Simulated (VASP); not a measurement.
Set up this calculation in VASP 6.6.1, as the native input.

```
Task                   : relaxation of shape and atoms at fixed volume
Functional             : PBEsol
Potentials or basis    : VASP PAW PBE potentials, release 64 (Os)
Cutoff                 : 600 eV
k mesh                 : 18 × 18 × 10
Occupations            : fermi-dirac, width 0.15 eV
Spin                   : no spin polarisation
Dipole correction      : no
Further INCAR settings : ALGO = Fast; EDIFF = 1e-06; IBRION = 2; EDIFFG = -0.001; NSW = 80; ISIF = 4
```

The structure of Os lies in POSCAR:

```
Os
1.0
    2.7106020433      0.0000000000      0.0000000000
   -1.3553010216      2.3474502290      0.0000000000
    0.0000000000      0.0000000000      4.2825196335
Os
2
Direct
    0.3333333333      0.6666666667      0.2500000000
    0.6666666667      0.3333333333      0.7500000000
```

These files were run (other wordings do the same):

INCAR

```
SYSTEM = Os
PREC = Accurate ; ENCUT = 600
EDIFF = 1E-6 ; ISMEAR = -1
SIGMA = 0.15 ; LREAL = .False.
LASPH = .True. ; NELM = 60
ALGO = Fast ; ISIF = 4
LWAVE = .False. ; LCHARG = .False.
GGA = PS ; IBRION = 2
NSW = 80 ; EDIFFG = -0.001
```

KPOINTS

```
Automatic mesh
0
Gamma
  18 18 10
  0 0 0
```

Potentials or basis: VASP PAW PBE potentials, release 64 (Os).

Launch:

```sh
$ cat potpaw_PBE.64/Os/POTCAR > POTCAR
$ mpirun -np 1 vasp_std > vasp.out
```

Results of the run:

```json
{"Energy gained by relaxing": "0.0 meV/atom", "Ionic steps": "3", "Pressure after relaxing": "10.0 GPa", "Band gap on the k mesh": "zero (bands 8 and 9 overlap by 4.13 eV)"}
```

Caveat: the PAW data sets were made with another functional, which shifts forces and pressure a little; spin-orbit coupling is left out, which moves the levels of the heavy elements.

It took 89 s on 1 thread of AMD EPYC 9R45 96-Core Processor (Zen 5) (shared host), peak memory 0.19 GiB.
